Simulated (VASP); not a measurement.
# NaF (Fm-3m) in VASP: a series of runs

NaF is run at these levels: LDA; tasks: electric field gradients.

Program: VASP 6.6.1. These are calculated values, not measurements. Logs are shortened: lines on timing, memory, paths and dates and some standing lists are left out, and cuts for length are marked.

## Step 1: The cell of the first run

Symmetry: Fm-3m, No. 225, cubic system. The conventional cell has a = 4.662 Å, b = 4.662 Å, c = 4.662 Å, α = 90.00°, β = 90.00°, γ = 90.00°. Within 3.1 Å of Na (site symmetry m-3m) lie 6 F at 2.33 Å. Within 3.1 Å of F (site symmetry m-3m) lie 6 Na at 2.33 Å.

## Step 2: Electric field gradients, LDA (volume scaled by 1.01)

INCAR

```
PREC = Accurate
ENCUT = 520
EDIFF = 1E-8
ISMEAR = -1
SIGMA = 0.02
LREAL = F
LASPH = T
NELM = 100
ALGO = Normal
ISIF = 2
LWAVE = F
LCHARG = F
LEFG = T
NBANDS = 14
```

KPOINTS

```
regular mesh
0
Gamma
  10 10 10
```

POSCAR

```
NaF
1.0
    0.0000000000      2.3310186614      2.3310186614
    2.3310186614      0.0000000000      2.3310186614
    2.3310186614      2.3310186614      0.0000000000
Na F
1 1
Direct
    0.0000000000      0.0000000000      0.0000000000
    0.5000000000      0.5000000000      0.5000000000
```

Potentials or basis: VASP PAW LDA potentials, release 64 (Na_pv, F).

On the command line:

```sh
$ cat potpaw_LDA.64/Na_pv/POTCAR potpaw_LDA.64/F/POTCAR > POTCAR
$ mpirun -np 1 vasp_std > vasp.out
```

OUTCAR:

```text
PREC = Accurate
   ENCUT = 520
   EDIFF = 1E-8
   ISMEAR = -1
   LREAL = F
   LASPH = T
   NELM = 100
   ISIF = 2

 ion  position               nearest neighbor table
   1  0.000  0.000  0.000-   2 2.33   2 2.33   2 2.33   2 2.33   2 2.33   2 2.33
   2  0.500  0.500  0.500-   1 2.33   1 2.33   1 2.33   1 2.33   1 2.33   1 2.33

  LATTYP: Found a face centered cubic cell.
 ALAT       =     4.6620373228

  Lattice vectors:

 A1 = (   0.0000000000,   2.3310186614,   2.3310186614)
 A2 = (   2.3310186614,   0.0000000000,   2.3310186614)
 A3 = (   2.3310186614,   2.3310186614,   0.0000000000)

Analysis of symmetry for initial positions (statically):
=====================================================================
 Subroutine PRICEL returns:
 Original cell was already a primitive cell.

 Routine SETGRP: Setting up the symmetry group for a
 face centered cubic supercell.

 Subroutine GETGRP returns: Found 48 space group operations
 (whereof 48 operations were pure point group operations)
 out of a pool of 48 trial point group operations.

The static configuration has the point symmetry O_h .

Analysis of symmetry for dynamics (positions and initial velocities):
=====================================================================
 Subroutine PRICEL returns:
 Original cell was already a primitive cell.

 Routine SETGRP: Setting up the symmetry group for a
 face centered cubic supercell.

 Subroutine GETGRP returns: Found 48 space group operations
 (whereof 48 operations were pure point group operations)
 out of a pool of 48 trial point group operations.

The dynamic configuration has the point symmetry O_h .

 Subroutine INISYM returns: Found 48 space group operations
 (whereof 48 operations are pure point group operations),
 and found     1 'primitive' translations

----------------------------------------------------------------------------------------

                                     Primitive cell

  volume of cell :      25.3319

  direct lattice vectors                    reciprocal lattice vectors
     0.000000000  2.331018661  2.331018661    -0.214498497  0.214498497  0.214498497
     2.331018661  0.000000000  2.331018661     0.214498497 -0.214498497  0.214498497
     2.331018661  2.331018661  0.000000000     0.214498497  0.214498497 -0.214498497

  length of vectors
     3.296558205  3.296558205  3.296558205     0.371522295  0.371522295  0.371522295

  position of ions in fractional coordinates (direct lattice)
     0.000000000  0.000000000  0.000000000
     0.500000000  0.500000000  0.500000000

  ion indices of the primitive-cell ions
   primitive index   ion index
                 1           1
                 2           2

----------------------------------------------------------------------------------------

 KPOINTS: regular mesh

Automatic generation of k-mesh.
 Grid dimensions read from file:
 generate k-points for:   10   10   10

 Generating k-lattice:

  Cartesian coordinates                     Fractional coordinates (reciprocal lattice)
    -0.021449850  0.021449850  0.021449850     0.100000000  0.000000000  0.000000000
     0.021449850 -0.021449850  0.021449850     0.000000000  0.100000000  0.000000000
     0.021449850  0.021449850 -0.021449850     0.000000000  0.000000000  0.100000000

  Length of vectors
     0.037152230  0.037152230  0.037152230

  Shift w.r.t. Gamma in fractional coordinates (k-lattice)
     0.000000000  0.000000000  0.000000000

 Subroutine IBZKPT returns following result:
 ===========================================

 Found     47 irreducible k-points:

 Following reciprocal coordinates:
            Coordinates               Weight
  0.000000  0.000000  0.000000      1.000000
  0.100000  0.000000  0.000000      8.000000
  0.200000  0.000000  0.000000      8.000000
  0.300000  0.000000  0.000000      8.000000
  0.400000  0.000000  0.000000      8.000000
  0.500000  0.000000  0.000000      4.000000
[... 16 lines left out ...]
  0.300000  0.300000  0.000000      6.000000
  0.400000  0.300000  0.000000     24.000000
 [... further k-points ...]
   k-points           NKPTS =     47   k-points in BZ     NKDIM =     47   number of bands    NBANDS=     14
   number of dos      NEDOS =    301   number of ions     NIONS =      2
   total plane-waves  NPLWV =  21952
   dimension x,y,z NGX =    28 NGY =   28 NGZ =   28
   dimension x,y,z NGXF=    56 NGYF=   56 NGZF=   56
   ions per type =               1   1
   NGX,Y,Z   is equivalent  to a cutoff of  14.12, 14.12, 14.12 a.u.
   NGXF,Y,Z  is equivalent  to a cutoff of  28.24, 28.24, 28.24 a.u.
 SYSTEM =  unknown system
   PREC   = accura    normal or accurate (medium, high low for compatibility)
   ISTART =      0    job   : 0-new  1-cont  2-samecut
   ICHARG =      2    charge: 1-file 2-atom 10-const
   ISPIN  =      1    spin polarized calculation?
   LNONCOLLINEAR =      F non collinear calculations
   LSORBIT =      F    spin-orbit coupling
   LASPH  =      T    aspherical Exc in radial PAW
   ENCUT  =  520.0 eV  38.22 Ry    6.18 a.u.   6.13  6.13  6.13*2*pi/ulx,y,z
   NELM   =    100;   NELMIN=  2; NELMDL= -5     # of ELM steps
   EDIFF  = 0.1E-07   stopping-criterion for ELM
   LREAL  =      F    real-space projection
   EDIFFG = 0.1E-06   stopping-criterion for IOM
   NSW    =      0    number of steps for IOM
   IBRION =     -1    ionic relax: 0-MD 1-quasi-New 2-CG
   NFREE  =      0    steps in history (QN), initial steepest desc. (CG)
   ISIF   =      2    stress and relaxation
   ISYM   =      2    0-nonsym 1-usesym 2-fastsym
   POTIM  = 0.5000    time-step for ionic-motion
   TEBEG  =    0.0;   TEEND  =   0.0 temperature during run
   PSTRESS=    0.0 pullay stress
   NELECT =      14.0000    total number of electrons
   NUPDOWN=      -1.0000    fix difference up-down
   EMIN   =  10.00;   EMAX   =-10.00  energy-range for DOS
   EFERMI =   0.00;   METHOD = LEGACY
   ISMEAR =    -1;   SIGMA  =   0.02  broadening in eV -4-tet -1-fermi 0-gaus
   EFERMI_NEDOS =   21; number of points for ismear=-14 and -15
   IALGO  =     38    algorithm
   IMIX   =      4    mixing-type and parameters
     AMIX     =   0.40;   BMIX     =  1.00
     AMIX_MAG =   1.60;   BMIX_MAG =  1.00
  volume/ion in A,a.u.               =      12.67        85.47
  Fermi-wavevector in a.u.,A,eV,Ry     =   1.343471  2.538793 24.557365  1.804915
  Thomas-Fermi vector in A             =   2.471543
   LORBIT       =      0    0 simple, 1 ext, 2 COOP (PROOUT), +10 PAW based schemes
   GGA     = CA    functional components
   LHFCALC =     F    Hartree Fock is set to
   AEXX    =    0.0000 exact exchange contribution
   IVDW    =     0    specifies the selected vdW correction
   LEPSILON=     F    determine dielectric tensor
   LRPA    =     F    only Hartree local field effects (RPA)
 non-spin polarized calculation
  energy-cutoff  :      520.00
  volume of cell :       25.33
 maximum number of plane-waves:       701
 NGX is ok and might be reduce to    28
   NGX = 13   NGY = 13   NGZ = 13

 number of electron      13.9999998 magnetization

 Free energy of the ion-electron system (eV)
  ---------------------------------------------------
  ext. energy  EPLUGINS =         0.00000000
  ---------------------------------------------------
  free energy    TOTEN  =        -9.29247141 eV

  energy without entropy =       -9.29247141  energy(sigma->0) =       -9.29247141

 E-fermi :  -2.1606     XC(G=0):  -9.8535

 val. band max:       -2.5888541477   @ k =   0.0000   0.0000   0.0000
 cond. band min:       3.2722852818   @ k =   0.0000   0.0000   0.0000
 fundamental gap:      5.8611394295
 Fermi energy:        -2.1606099876

 k-point     1 :       0.0000    0.0000    0.0000
  band No.  band energies     occupation
      1     -21.4025      2.00000
      2     -21.4025      2.00000
      3     -21.4025      2.00000
      4     -21.3189      2.00000
      5      -2.5889      2.00000
      6      -2.5889      2.00000
      7      -2.5889      2.00000
      8       3.2723      0.00000
      9      15.8207      0.00000
     10      15.8207      0.00000
     11      15.8207      0.00000
     12      18.5939      0.00000
     13      20.8023      0.00000
     14      20.8023      0.00000
[... 377 lines left out ...]
      1     -21.7762      2.00000
      2     -21.4502      2.00000
      3     -21.4425      2.00000
      4     -20.8144      2.00000
      5      -3.7898      2.00000
      6      -2.9776      2.00000
      7      -2.9203      2.00000
      8       7.4941      0.00000
      9      10.7292      0.00000
     10      13.5429      0.00000
     11      16.3732      0.00000
     12      16.3998      0.00000
     13      22.1524      0.00000
     14      23.3982      0.00000

 [... further k-points ...]

------------------------ aborting loop because EDIFF is reached ----------------------------------------

  FORCE on cell =-STRESS in cart. coord.  units (eV):
  Direction    XX          YY          ZZ          XY          YZ          ZX
  --------------------------------------------------------------------------------------
  -------------------------------------------------------------------------------------
  Total       -0.8058169     -0.8058169     -0.8058169      0.0000000     -0.0000000      0.0000000
  in kB      -50.9659037    -50.9659037    -50.9659037      0.0000000     -0.0000000      0.0000000
  external PRESSURE =     -50.9659037 kB  Pullay stress =       0.0000000 kB

 VOLUME and BASIS-vectors are now :
 -----------------------------------------------------------------------------
  energy-cutoff  :      520.00
  volume of cell :       25.33
      direct lattice vectors                 reciprocal lattice vectors
     0.000000000  2.331018661  2.331018661    -0.214498497  0.214498497  0.214498497
     2.331018661  0.000000000  2.331018661     0.214498497 -0.214498497  0.214498497
     2.331018661  2.331018661  0.000000000     0.214498497  0.214498497 -0.214498497

 POSITION                                       TOTAL-FORCE (eV/Angst)
 -----------------------------------------------------------------------------------
      0.00000      0.00000      0.00000        -0.000000     -0.000000     -0.000000
      2.33102      2.33102      2.33102         0.000000      0.000000      0.000000
 -----------------------------------------------------------------------------------
    total drift:                                0.000000      0.000000      0.000000

  FREE ENERGIE OF THE ION-ELECTRON SYSTEM (eV)
  ---------------------------------------------------
  free  energy   TOTEN  =        -9.2924714069 eV

  energy  without entropy=       -9.2924714069  energy(sigma->0) =       -9.29247141

 Electric field gradients (V/A^2)
---------------------------------------------------------------------
 ion       V_xx      V_yy      V_zz      V_xy      V_xz      V_yz
---------------------------------------------------------------------
   1       0.000    -0.000     0.000     0.002     0.002     0.002
   2       0.000     0.000    -0.000     0.001     0.001     0.001
---------------------------------------------------------------------

 Electric field gradients after diagonalization (V/A^2)
 (convention: |V_zz| > |V_xx| > |V_yy|)
----------------------------------------------------------------------
 ion       V_xx      V_yy      V_zz     asymmetry (V_yy - V_xx)/ V_zz
----------------------------------------------------------------------
   1      -0.002    -0.002     0.003       0.000
   2      -0.001    -0.001     0.002       0.000
----------------------------------------------------------------------

           NMR quadrupolar parameters

 Cq : quadrupolar parameter    Cq=e*Q*V_zz/h
 eta: asymmetry parameters     (V_yy - V_xx)/ V_zz
 Q  : nuclear electric quadrupole moment in mb (millibarn)
----------------------------------------------------------------------
 ion       Cq(MHz)       eta       Q (mb)
----------------------------------------------------------------------
   1       0.000       0.000       1.000
   2       0.000       0.000       1.000
----------------------------------------------------------------------
```

It took 8.8 s on 1 thread of Intel Xeon 6975P-C (Granite Rapids), shared host; peak memory 0.13 GiB.

What came out:

- Free energy: -9.2925 eV
- Pressure: -5.1 GPa
- Band gap on the k mesh: 5.86 eV, direct

Levels at points of the mesh, in eV from the valence-band top:
```
           k point  band 3  band 4  band 5  band 6  band 7  band 8  band 9  band 10  band 11  band 12
(0.00, 0.00, 0.00)  -18.81  -18.73    0.00    0.00    0.00    5.86   18.41    18.41    18.41    21.18
(0.50, 0.00, 0.00)  -18.83  -17.86   -1.62   -0.26   -0.26   10.28   11.95    19.47    19.47    22.24
(0.50, 0.50, 0.00)  -18.87  -18.47   -1.30   -0.41   -0.41   12.60   12.78    13.07    19.09    19.09
```

Caveat: without QUAD_EFG the Cq values of the log hold for a quadrupole moment of 1 mb, not for the nuclei. A k mesh can miss the band edges.

## Step 3: Electric field gradients, LDA (volume scaled by 1.02)

INCAR

```
  PREC = Accurate
  ENCUT = 520
  EDIFF = 1E-8
  ISMEAR = -1
  SIGMA = 0.02
  LREAL = F
  LASPH = T
  NELM = 100
  ALGO = Normal
  ISIF = 2
  LWAVE = F
  LCHARG = F
  LEFG = T
  NBANDS = 14
```

KPOINTS is that of step 2.

POSCAR

```
NaF
1.0
    0.0000000000      2.3386865411      2.3386865411
    2.3386865411      0.0000000000      2.3386865411
    2.3386865411      2.3386865411      0.0000000000
Na F
1 1
Direct
    0.0000000000      0.0000000000      0.0000000000
    0.5000000000      0.5000000000      0.5000000000
```

Potentials or basis: VASP PAW LDA potentials, release 64 (Na_pv, F).

On the command line:

```sh
$ cat potpaw_LDA.64/Na_pv/POTCAR potpaw_LDA.64/F/POTCAR > POTCAR
$ mpirun -np 1 vasp_std > vasp.out
```

OUTCAR:

```text
PREC = Accurate
   ENCUT = 520
   EDIFF = 1E-8
   ISMEAR = -1
   LREAL = F
   LASPH = T
   NELM = 100
   ISIF = 2

 ion  position               nearest neighbor table
   1  0.000  0.000  0.000-   2 2.34   2 2.34   2 2.34   2 2.34   2 2.34   2 2.34
   2  0.500  0.500  0.500-   1 2.34   1 2.34   1 2.34   1 2.34   1 2.34   1 2.34

  LATTYP: Found a face centered cubic cell.
 ALAT       =     4.6773730822

  Lattice vectors:

 A1 = (   0.0000000000,   2.3386865411,   2.3386865411)
 A2 = (   2.3386865411,   0.0000000000,   2.3386865411)
 A3 = (   2.3386865411,   2.3386865411,   0.0000000000)

Analysis of symmetry for initial positions (statically):
=====================================================================
 Subroutine PRICEL returns:
 Original cell was already a primitive cell.

 Routine SETGRP: Setting up the symmetry group for a
 face centered cubic supercell.

 Subroutine GETGRP returns: Found 48 space group operations
[... 596 lines left out ...]
      direct lattice vectors                 reciprocal lattice vectors
     0.000000000  2.338686541  2.338686541    -0.213795218  0.213795218  0.213795218
     2.338686541  0.000000000  2.338686541     0.213795218 -0.213795218  0.213795218
     2.338686541  2.338686541  0.000000000     0.213795218  0.213795218 -0.213795218

 POSITION                                       TOTAL-FORCE (eV/Angst)
 -----------------------------------------------------------------------------------
      0.00000      0.00000      0.00000        -0.000000     -0.000000      0.000000
      2.33869      2.33869      2.33869         0.000000      0.000000     -0.000000
 -----------------------------------------------------------------------------------
    total drift:                                0.000000      0.000000      0.000000

  FREE ENERGIE OF THE ION-ELECTRON SYSTEM (eV)
  ---------------------------------------------------
  free  energy   TOTEN  =        -9.2846650735 eV

  energy  without entropy=       -9.2846650735  energy(sigma->0) =       -9.28466507

 Electric field gradients (V/A^2)
---------------------------------------------------------------------
 ion       V_xx      V_yy      V_zz      V_xy      V_xz      V_yz
---------------------------------------------------------------------
   1       0.000     0.000     0.000     0.002     0.002     0.002
   2       0.000     0.000    -0.000     0.001     0.001     0.001
---------------------------------------------------------------------

 Electric field gradients after diagonalization (V/A^2)
 (convention: |V_zz| > |V_xx| > |V_yy|)
----------------------------------------------------------------------
 ion       V_xx      V_yy      V_zz     asymmetry (V_yy - V_xx)/ V_zz
----------------------------------------------------------------------
   1      -0.002    -0.002     0.003       0.000
   2      -0.001    -0.001     0.002       0.000
----------------------------------------------------------------------

           NMR quadrupolar parameters

 Cq : quadrupolar parameter    Cq=e*Q*V_zz/h
 eta: asymmetry parameters     (V_yy - V_xx)/ V_zz
 Q  : nuclear electric quadrupole moment in mb (millibarn)
----------------------------------------------------------------------
 ion       Cq(MHz)       eta       Q (mb)
----------------------------------------------------------------------
   1       0.000       0.000       1.000
   2       0.000       0.000       1.000
----------------------------------------------------------------------
```

stdout:

```text
POSCAR found type information on POSCAR NaF
 POSCAR found :  2 types and       2 ions
 scaLAPACK will be used
 LDA part: xc-table for (Slater(with rela. corr.)+CA(PZ))
 , standard interpolation
 POSCAR, INCAR and KPOINTS ok, starting setup
 FFT: planning ... GRIDC
 FFT: planning ... GRID_SOFT
 FFT: planning ... GRID
 WAVECAR not read
 entering main loop
ion   1

ion   2
```

Wall time 8.9 s (1 thread of Intel Xeon 6975P-C (Granite Rapids), shared host); peak memory 0.13 GiB.

What came out:

```
Free energy            : -9.2847 eV
Pressure               : -5.4 GPa
Band gap on the k mesh : 5.81 eV, direct
```

Caveat: without QUAD_EFG the Cq values of the log hold for a quadrupole moment of 1 mb, not for the nuclei. A k mesh can miss the band edges.

[end of part 1 of 2]
